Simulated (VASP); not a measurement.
# In3Se (P4/mmm) in VASP: notebook

In3Se is run at these levels: PBEsol+D3(BJ); tasks: single point.

All numbers are computed with VASP 6.6.1; they aren't measurements. Logs are shortened: lines on timing, memory, paths and dates and some standing lists are left out, and cuts for length are marked.

**1. The cell of the first run**

It takes space group P4/mmm (No. 123, tetragonal). The conventional cell has a = 4.072 Å, b = 4.072 Å, c = 4.588 Å, α = 90.00°, β = 90.00°, γ = 90.00°. Within 3.8 Å of In (site symmetry mmm) lie 8 In at 2.88 to 3.07 Å and 4 Se at 3.07 Å. Within 3.8 Å of In (site symmetry 4/mmm) lie 4 Se at 2.88 Å and 8 In at 3.07 Å. Se (site symmetry 4/mmm) has 12 In at 2.88 to 3.07 Å within 3.8 Å.

**2. Single point, PBEsol+D3(BJ)**

INCAR reads:

```
SYSTEM = In3Se
PREC = Accurate ; ENCUT = 500
EDIFF = 1E-6 ; ISMEAR = 0
SIGMA = 0.15 ; LREAL = .False.
LASPH = .True. ; NELM = 120
ALGO = Normal ; ISIF = 2
LWAVE = .False. ; LCHARG = .False.
GGA = PS ; IVDW = 12
NBANDS = 30 ; GGA_COMPAT = .False.
```

KPOINTS reads:

```
Automatic mesh
0
Gamma
  10 10 10
  0 0 0
```

POSCAR reads:

```
In3Se
1.0
    4.0715398836      0.0000000000      0.0000000000
    0.0000000000      4.0715398836      0.0000000000
    0.0000000000      0.0000000000      4.5876505731
In Se
3 1
Direct
    0.0000000000      0.5000000000      0.5000000000
    0.5000000000      0.0000000000      0.5000000000
    0.5000000000      0.5000000000      0.0000000000
    0.0000000000      0.0000000000      0.0000000000
```

Potentials or basis: VASP PAW PBE potentials, release 64 (In_d, Se).

Run with:

```
$ cat potpaw_PBE.64/In_d/POTCAR potpaw_PBE.64/Se/POTCAR > POTCAR
$ mpirun -np 1 vasp_std > vasp.out
```

OUTCAR:

```text
SYSTEM = In3Se
   PREC = Accurate
   ENCUT = 500
   EDIFF = 1E-6
   ISMEAR = 0
   LREAL = .False.
   LASPH = .True.
   NELM = 120
   ISIF = 2
   GGA = PS
   IVDW = 12
 IVDW          = 12

 ion  position               nearest neighbor table
   1  0.000  0.500  0.500-   2 2.88   2 2.88   2 2.88   2 2.88   4 3.07   3 3.07   4 3.07   4 3.07
                             4 3.07   3 3.07   3 3.07   3 3.07
   2  0.500  0.000  0.500-   1 2.88   1 2.88   1 2.88   1 2.88   4 3.07   3 3.07   3 3.07   3 3.07
                             4 3.07   4 3.07   4 3.07   3 3.07
   3  0.500  0.500  0.000-   4 2.88   4 2.88   4 2.88   4 2.88   2 3.07   2 3.07   2 3.07   2 3.07
                             1 3.07   1 3.07   1 3.07   1 3.07
   4  0.000  0.000  0.000-   3 2.88   3 2.88   3 2.88   3 2.88   2 3.07   1 3.07   2 3.07   1 3.07
                             2 3.07   1 3.07   2 3.07   1 3.07

  LATTYP: Found a simple tetragonal cell.
 ALAT       =     4.0715398836
 C/A-ratio  =     1.1267605634

  Lattice vectors:

 A1 = (   4.0715398836,   0.0000000000,   0.0000000000)
 A2 = (   0.0000000000,   4.0715398836,   0.0000000000)
 A3 = (   0.0000000000,   0.0000000000,   4.5876505731)

Analysis of symmetry for initial positions (statically):
=====================================================================
 Subroutine PRICEL returns:
 Original cell was already a primitive cell.

 Routine SETGRP: Setting up the symmetry group for a
 simple tetragonal supercell.

 Subroutine GETGRP returns: Found 16 space group operations
 (whereof 16 operations were pure point group operations)
 out of a pool of 16 trial point group operations.

The static configuration has the point symmetry D_4h.

Analysis of symmetry for dynamics (positions and initial velocities):
=====================================================================
 Subroutine PRICEL returns:
 Original cell was already a primitive cell.

 Routine SETGRP: Setting up the symmetry group for a
 simple tetragonal supercell.

 Subroutine GETGRP returns: Found 16 space group operations
 (whereof 16 operations were pure point group operations)
 out of a pool of 16 trial point group operations.

The dynamic configuration has the point symmetry D_4h.

 Subroutine INISYM returns: Found 16 space group operations
 (whereof 16 operations are pure point group operations),
 and found     1 'primitive' translations

----------------------------------------------------------------------------------------

                                     Primitive cell

  volume of cell :      76.0515

  direct lattice vectors                    reciprocal lattice vectors
     4.071539884  0.000000000  0.000000000     0.245607320  0.000000000  0.000000000
     0.000000000  4.071539884  0.000000000     0.000000000  0.245607320  0.000000000
     0.000000000  0.000000000  4.587650573     0.000000000  0.000000000  0.217976497

  length of vectors
     4.071539884  4.071539884  4.587650573     0.245607320  0.245607320  0.217976497

  position of ions in fractional coordinates (direct lattice)
     0.000000000  0.500000000  0.500000000
     0.500000000  0.000000000  0.500000000
     0.500000000  0.500000000  0.000000000
     0.000000000  0.000000000  0.000000000

  ion indices of the primitive-cell ions
   primitive index   ion index
                 1           1
                 2           2
                 3           3
                 4           4

----------------------------------------------------------------------------------------

 KPOINTS: Automatic mesh

Automatic generation of k-mesh.
 Grid dimensions read from file:
 generate k-points for:   10   10   10

 Generating k-lattice:

  Cartesian coordinates                     Fractional coordinates (reciprocal lattice)
     0.024560732  0.000000000  0.000000000     0.100000000  0.000000000  0.000000000
     0.000000000  0.024560732  0.000000000     0.000000000  0.100000000  0.000000000
     0.000000000  0.000000000  0.021797650     0.000000000  0.000000000  0.100000000

  Length of vectors
     0.024560732  0.024560732  0.021797650

  Shift w.r.t. Gamma in fractional coordinates (k-lattice)
     0.000000000  0.000000000  0.000000000

 Subroutine IBZKPT returns following result:
 ===========================================

 Found    126 irreducible k-points:

 Following reciprocal coordinates:
            Coordinates               Weight
  0.000000  0.000000  0.000000      1.000000
  0.100000  0.000000  0.000000      4.000000
  0.200000  0.000000  0.000000      4.000000
  0.300000  0.000000  0.000000      4.000000
  0.400000  0.000000  0.000000      4.000000
  0.500000  0.000000  0.000000      2.000000
[... 16 lines left out ...]
  0.100000  0.000000  0.100000      8.000000
  0.200000  0.000000  0.100000      8.000000
 [... further k-points ...]
   k-points           NKPTS =    126   k-points in BZ     NKDIM =    126   number of bands    NBANDS=     30
   number of dos      NEDOS =    301   number of ions     NIONS =      4
   total plane-waves  NPLWV =  32400
   dimension x,y,z NGX =    30 NGY =   30 NGZ =   36
   dimension x,y,z NGXF=    60 NGYF=   60 NGZF=   72
   ions per type =               3   1
   NGX,Y,Z   is equivalent  to a cutoff of  12.25, 12.25, 13.05 a.u.
   NGXF,Y,Z  is equivalent  to a cutoff of  24.50, 24.50, 26.09 a.u.
 SYSTEM =  In3Se
   PREC   = accura    normal or accurate (medium, high low for compatibility)
   ISTART =      0    job   : 0-new  1-cont  2-samecut
   ICHARG =      2    charge: 1-file 2-atom 10-const
   ISPIN  =      1    spin polarized calculation?
   LNONCOLLINEAR =      F non collinear calculations
   LSORBIT =      F    spin-orbit coupling
   LASPH  =      T    aspherical Exc in radial PAW
   ENCUT  =  500.0 eV  36.75 Ry    6.06 a.u.   7.42  7.42  8.36*2*pi/ulx,y,z
   NELM   =    120;   NELMIN=  2; NELMDL= -5     # of ELM steps
   EDIFF  = 0.1E-05   stopping-criterion for ELM
   LREAL  =      F    real-space projection
   EDIFFG = 0.1E-04   stopping-criterion for IOM
   NSW    =      0    number of steps for IOM
   IBRION =     -1    ionic relax: 0-MD 1-quasi-New 2-CG
   NFREE  =      0    steps in history (QN), initial steepest desc. (CG)
   ISIF   =      2    stress and relaxation
   ISYM   =      2    0-nonsym 1-usesym 2-fastsym
   POTIM  = 0.5000    time-step for ionic-motion
   TEBEG  =    0.0;   TEEND  =   0.0 temperature during run
   PSTRESS=    0.0 pullay stress
   NELECT =      45.0000    total number of electrons
   NUPDOWN=      -1.0000    fix difference up-down
   EMIN   =  10.00;   EMAX   =-10.00  energy-range for DOS
   EFERMI =   0.00;   METHOD = LEGACY
   ISMEAR =     0;   SIGMA  =   0.15  broadening in eV -4-tet -1-fermi 0-gaus
   EFERMI_NEDOS =   21; number of points for ismear=-14 and -15
   IALGO  =     38    algorithm
   IMIX   =      4    mixing-type and parameters
     AMIX     =   0.40;   BMIX     =  1.00
     AMIX_MAG =   1.60;   BMIX_MAG =  1.00
  volume/ion in A,a.u.               =      19.01       128.31
  Fermi-wavevector in a.u.,A,eV,Ry     =   1.374389  2.597219 25.700670  1.888946
  Thomas-Fermi vector in A             =   2.499820
   LORBIT       =      0    0 simple, 1 ext, 2 COOP (PROOUT), +10 PAW based schemes
   GGA     = PS    functional components
   LHFCALC =     F    Hartree Fock is set to
   AEXX    =    0.0000 exact exchange contribution
   IVDW    =    12    specifies the selected vdW correction
   LEPSILON=     F    determine dielectric tensor
   LRPA    =     F    only Hartree local field effects (RPA)
 non-spin polarized calculation
 Gauss-broadening in eV      SIGMA  =   0.15
  energy-cutoff  :      500.00
  volume of cell :       76.05
 maximum number of plane-waves:      1968
 NGX is ok and might be reduce to    30
   NGX = 15   NGY = 15   NGZ = 17

 number of electron      44.9999986 magnetization

 Free energy of the ion-electron system (eV)
  ---------------------------------------------------
  ext. energy  EPLUGINS =         0.00000000
  ---------------------------------------------------
  free energy    TOTEN  =       -11.67724336 eV

  energy without entropy =      -11.65602628  energy(sigma->0) =      -11.66663482

 E-fermi :  10.4843     XC(G=0): -11.7444

 val. band max:       10.4811352951   @ k =   0.4000   0.0000   0.2000
 cond. band min:      10.4897354741   @ k =   0.5000   0.1000   0.5000
 fundamental gap:      0.0086001790
 Fermi energy:        10.4842979196

 k-point     1 :       0.0000    0.0000    0.0000
  band No.  band energies     occupation
      1      -5.3377      2.00000
      2      -5.1129      2.00000
      3      -4.8938      2.00000
      4      -4.8938      2.00000
      5      -4.8068      2.00000
      6      -4.6182      2.00000
[... 22 lines left out ...]
     29      16.8787      0.00000
     30      17.7063      0.00000

 k-point     2 :       0.1000    0.0000    0.0000
  band No.  band energies     occupation
      1      -5.2979      2.00000
      2      -5.0849      2.00000
      3      -4.8860      2.00000
      4      -4.8770      2.00000
      5      -4.7865      2.00000
      6      -4.6118      2.00000
[... 22 lines left out ...]
     29      17.2136      0.00000
     30      17.7424      0.00000

 k-point     3 :       0.2000    0.0000    0.0000
  band No.  band energies     occupation
      1      -5.1858      2.00000
      2      -5.0026      2.00000
      3      -4.8645      2.00000
      4      -4.8270      2.00000
      5      -4.7310      2.00000
      6      -4.5933      2.00000
[... 22 lines left out ...]
     29      17.7680      0.00000
     30      17.8461      0.00000

 k-point     4 :       0.3000    0.0000    0.0000
  band No.  band energies     occupation
      1      -5.0215      2.00000
      2      -4.8711      2.00000
      3      -4.8352      2.00000
      4      -4.7471      2.00000
      5      -4.6595      2.00000
      6      -4.5620      2.00000
[... 616 lines left out ...]
     29      17.1838      0.00000
     30      18.2753      0.00000

 k-point    23 :       0.1000    0.0000    0.1000
  band No.  band energies     occupation
      1      -5.2711      2.00000
      2      -5.0830      2.00000
      3      -4.8675      2.00000
      4      -4.8607      2.00000
      5      -4.7832      2.00000
      6      -4.5972      2.00000
[... 22 lines left out ...]
     29      17.3882      0.00000
     30      18.2502      0.00000

 k-point    24 :       0.2000    0.0000    0.1000
  band No.  band energies     occupation
      1      -5.1636      2.00000
      2      -5.0016      2.00000
      3      -4.8450      2.00000
      4      -4.8157      2.00000
      5      -4.7272      2.00000
      6      -4.5795      2.00000
[... 22 lines left out ...]
     29      18.1258      0.00000
     30      18.3065      0.00000

 [... further k-points ...]

------------------------ aborting loop because EDIFF is reached ----------------------------------------

 Edisp (eV)   -1.89140

 E8    (eV) :    -1.3325

  FORCE on cell =-STRESS in cart. coord.  units (eV):
  Direction    XX          YY          ZZ          XY          YZ          ZX
  --------------------------------------------------------------------------------------
  -------------------------------------------------------------------------------------
  Total      10.26750    10.26750     9.98019     0.00000    -0.00000     0.00000
  in kB     216.30543   216.30543   210.25270     0.00000    -0.00000     0.00000
  external pressure =      214.29 kB  Pullay stress =        0.00 kB

 VOLUME and BASIS-vectors are now :
 -----------------------------------------------------------------------------
  energy-cutoff  :      500.00
  volume of cell :       76.05
      direct lattice vectors                 reciprocal lattice vectors
     4.071539884  0.000000000  0.000000000     0.245607320  0.000000000  0.000000000
     0.000000000  4.071539884  0.000000000     0.000000000  0.245607320  0.000000000
     0.000000000  0.000000000  4.587650573     0.000000000  0.000000000  0.217976497

 POSITION                                       TOTAL-FORCE (eV/Angst)
 -----------------------------------------------------------------------------------
      0.00000      2.03577      2.29383         0.000000      0.000000      0.000000
      2.03577      0.00000      2.29383         0.000000      0.000000      0.000000
      2.03577      2.03577      0.00000         0.000000      0.000000      0.000000
      0.00000      0.00000      0.00000         0.000000      0.000000      0.000000
 -----------------------------------------------------------------------------------
    total drift:                                0.000000      0.000000     -0.000000

  FREE ENERGIE OF THE ION-ELECTRON SYSTEM (eV)
  ---------------------------------------------------
  free  energy   TOTEN  =       -13.5686399159 eV

  energy  without entropy=      -13.5474228368  energy(sigma->0) =      -13.55803138
```

Wall time 6.2 min (1 thread of Intel Xeon 8259CL, shared host); peak memory 0.35 GiB.

What came out:

```
Free energy                : -13.5686 eV
Pressure                   : 21.4 GPa
Band gap on the k mesh     : zero (an odd number of electrons rules out a gap without spin polarisation)
Dispersion energy per atom : -0.473 eV
```

Stress tensor (GPa, compression positive):
```
21.63  0.00  0.00
 0.00 21.63  0.00
 0.00  0.00 21.03
```

Caveat: the cell stands under pressure; the PAW data sets were made with another functional, which shifts forces and pressure a little; spin-orbit coupling is left out, which moves the levels of the heavy elements.

**3. Single point, PBEsol+D3(BJ)**

This run uses another cell than the first one, of 20.65 Å³/atom.

INCAR reads:

```
  PREC = Accurate
  ENCUT = 500
  EDIFF = 1E-6
  ISMEAR = 0
  SIGMA = 0.15
  LREAL = F
  LASPH = T
  NELM = 120
  ALGO = Normal
  ISIF = 2
  LWAVE = F
  LCHARG = T
  GGA = PS
  IVDW = 12
  LELF = T
  LVHAR = T
  NBANDS = 30
  GGA_COMPAT = F
```

KPOINTS reads:

```
regular mesh
0
Gamma
  10 10 10
```

POSCAR: that of step 2 with these lines changed.

```diff
@@ -2,4 +2,4 @@
 1.0
-    4.0715398836      0.0000000000      0.0000000000
-    0.0000000000      4.0715398836      0.0000000000
+    4.2435767801      0.0000000000      0.0000000000
+    0.0000000000      4.2435767801      0.0000000000
     0.0000000000      0.0000000000      4.5876505731
```

Potentials or basis: VASP PAW PBE potentials, release 64 (In_d, Se).

Run with:

```
$ cat potpaw_PBE.64/In_d/POTCAR potpaw_PBE.64/Se/POTCAR > POTCAR
$ mpirun -np 1 vasp_std > vasp.out
```

Wall time 5.4 min (1 thread of Intel Xeon 8259CL, shared host); peak memory 0.37 GiB.

It converged, with:

```yaml
Free_energy: -14.2423 eV
Pressure: 11.5 GPa
Band_gap_on_the_k_mesh: zero (an odd number of electrons rules out a gap without spin polarisation)
Dispersion_energy_per_atom: -0.435 eV
```

Stress tensor (GPa, compression positive):
```
11.88  0.00  0.00
 0.00 11.88  0.00
 0.00  0.00 10.85
```

Levels at points of the mesh, in eV from the Fermi level:
| k point | band 21 | band 22 | band 23 | band 24 | band 25 | band 26 |
| --- | --- | --- | --- | --- | --- | --- |
| (0.00, 0.00, 0.00) | -2.32 | -1.23 | 1.15 | 1.30 | 1.30 | 4.70 |
| (0.50, 0.00, 0.00) | -1.89 | -1.10 | -0.33 | -0.13 | 0.77 | 4.49 |
| (0.50, 0.50, 0.00) | -1.84 | -0.77 | -0.77 | 1.21 | 1.22 | 1.22 |
| (0.00, 0.00, 0.50) | -1.15 | -0.52 | -0.52 | -0.24 | 1.20 | 4.42 |
| (0.50, 0.00, 0.50) | -1.05 | -0.17 | 0.20 | 1.80 | 1.93 | 2.46 |
| (0.50, 0.50, 0.50) | -4.57 | -4.57 | -4.49 | 3.18 | 4.39 | 4.39 |

Caveat: the cell stands under pressure; the PAW data sets were made with another functional, which shifts forces and pressure a little; spin-orbit coupling is left out, which moves the levels of the heavy elements.

**4. Single point, PBEsol+D3(BJ)**

This run uses another cell than the first one, of 17.44 Å³/atom.

INCAR reads:

```
SYSTEM = In3Se
ALGO = Normal ; EDIFF = 1E-6
ENCUT = 520 ; GGA = PS
ISIF = 2 ; ISMEAR = 0
IVDW = 12 ; LASPH = .TRUE.
LCHARG = .FALSE. ; LREAL = .FALSE.
LWAVE = .FALSE. ; NBANDS = 30
NELM = 60 ; PREC = Accurate
SIGMA = 0.15
```

KPOINTS reads:

```
k-points
0
G
  10 10 10
  0 0 0
```

POSCAR: that of step 3 with these lines changed.

```diff
@@ -2,4 +2,4 @@
 1.0
-    4.2435767801      0.0000000000      0.0000000000
-    0.0000000000      4.2435767801      0.0000000000
+    3.8995029871      0.0000000000      0.0000000000
+    0.0000000000      3.8995029871      0.0000000000
     0.0000000000      0.0000000000      4.5876505731
```

Run with:

```
$ cat potpaw_PBE.64/In_d/POTCAR potpaw_PBE.64/Se/POTCAR > POTCAR
$ mpirun -np 1 vasp_std > vasp.out
```

It took 4 min on 1 thread of AMD EPYC 7R43 (Zen 3), shared host; peak memory 0.3 GiB.

The run converged. Its results:

- Free energy: -12.4240 eV
- Pressure: 36.6 GPa
- Band gap on the k mesh: zero (an odd number of electrons rules out a gap without spin polarisation)
- Dispersion energy per atom: -0.516 eV

Stress tensor (GPa, compression positive):
```
38.03  0.00  0.00
 0.00 38.03  0.00
 0.00  0.00 33.80
```

Levels at points of the mesh, in eV from the Fermi level:
```tsv
k point	band 20	band 21	band 22	band 23	band 24	band 25	band 26	band 27
(0.00, 0.00, 0.00)	-5.07	-2.51	-0.21	1.16	1.29	1.29	4.93	6.28
(0.50, 0.00, 0.00)	-3.22	-2.85	-2.04	0.21	0.55	0.91	5.07	5.12
(0.50, 0.50, 0.00)	-3.38	-2.75	-1.06	-1.06	0.54	0.66	0.66	1.58
(0.00, 0.00, 0.50)	-4.08	-1.15	-0.63	-0.63	1.12	1.28	3.91	4.17
(0.50, 0.00, 0.50)	-2.69	-0.85	0.09	1.27	1.97	2.42	3.20	3.65
(0.50, 0.50, 0.50)	-5.38	-4.86	-4.56	-4.56	2.62	5.25	5.25	8.36
```

Caveat: the cell stands under pressure; the PAW data sets were made with another functional, which shifts forces and pressure a little; spin-orbit coupling is left out, which moves the levels of the heavy elements.

**5. Summary**

| cell | cutoff (eV) | gap on the mesh (eV) | pressure (GPa) |
| --- | --- | --- | --- |
| a = 4.072, b = 4.072, c = 4.588 Å, 4 atoms | 500 | none | 21.4 |
| a = 4.244, b = 4.244, c = 4.588 Å, 4 atoms | 500 | none | 11.5 |
| a = 3.900, b = 3.900, c = 4.588 Å, 4 atoms | 520 | none | 36.6 |

Alike in all rows: task single point; level PBEsol+D3(BJ); potentials or basis VASP PAW PBE potentials, release 64 (In_d, Se); no spin polarisation; k mesh 10 × 10 × 10; smearing gaussian 0.15 eV.

Caveats: the cell stands under pressure; the PAW data sets were made with another functional, which shifts forces and pressure a little; spin-orbit coupling is left out, which moves the levels of the heavy elements.

Absolute energies hang on the potentials; compare differences alone.
